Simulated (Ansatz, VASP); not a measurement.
This is a calculation of Sr for VASP 6.6.1.

File INCAR:

```
PREC = Accurate
ENCUT = 520
EDIFF = 1E-6
ISMEAR = -1
SIGMA = 0.05
LREAL = F
LASPH = T
NELM = 60
ALGO = Normal
ISIF = 2
LWAVE = F
LCHARG = F
GGA = CA
NBANDS = 11
```

KPOINTS

```
Automatic mesh
0
Gamma
  8 8 8
```

The input POSCAR:

```
Sr
1.0
    0.0000000000      3.0624986004      3.0624986004
    3.0624986004      0.0000000000      3.0624986004
    3.0624986004      3.0624986004      0.0000000000
Sr
1
Direct
    0.0000000000      0.0000000000      0.0000000000
```

Potentials or basis: VASP PAW LDA potentials, release 64 (Sr_sv).

Run with:

```console
$ cat potpaw_LDA.64/Sr_sv/POTCAR > POTCAR
$ mpirun -np 1 vasp_std > vasp.out
```

**Question.** Translate it to Ansatz 0.2.0. Potentials there: all-electron LAPW, scalar-relativistic.

**Answer.** As run (the cutoff follows the program's own potentials):

Contents of input.yaml:

```yaml
crystal:
  lattice:
    - [0.0, 3.0624986004, 3.0624986004]
    - [3.0624986004, 0.0, 3.0624986004]
    - [3.0624986004, 3.0624986004, 0.0]
  atoms:
    - { symbol: Sr, position: [0.0, 0.0, 0.0] }
kpoints:
  mp_grid: { grid: [8, 8, 8] }
scf:
  occupations: { method: fermi_dirac, width: 0.05 }
hamiltonian:
  xc: lda
  pseudopotentials: { kind: all_electron, lapw: { basis_error: 0.001 } }
output:
  forces: true
  stress: true
  eigenvalues: true
```

Potentials or basis: all-electron LAPW, scalar-relativistic.

Launch:

```sh
$ ansatz run input.yaml --threads 1 --pin off --max-ram 3072MiB --backend cpu --events-out ev --progress --plain --runs-dir out
```

Both were run:

|  | VASP | Ansatz | Ansatz less VASP |
| --- | --- | --- | --- |
| gap on the k mesh at the Fermi level (eV) | none | none | - |
| pressure (GPa) | -1.8 | -1.8 | 0.00 |

LDA's correlation is that of Perdew and Zunger in VASP and of Perdew and Wang (1992) in Ansatz. A gap of «none» marks a metal or a gap that the smearing closes. Ansatz ran all-electron here, and VASP with PAW potentials.
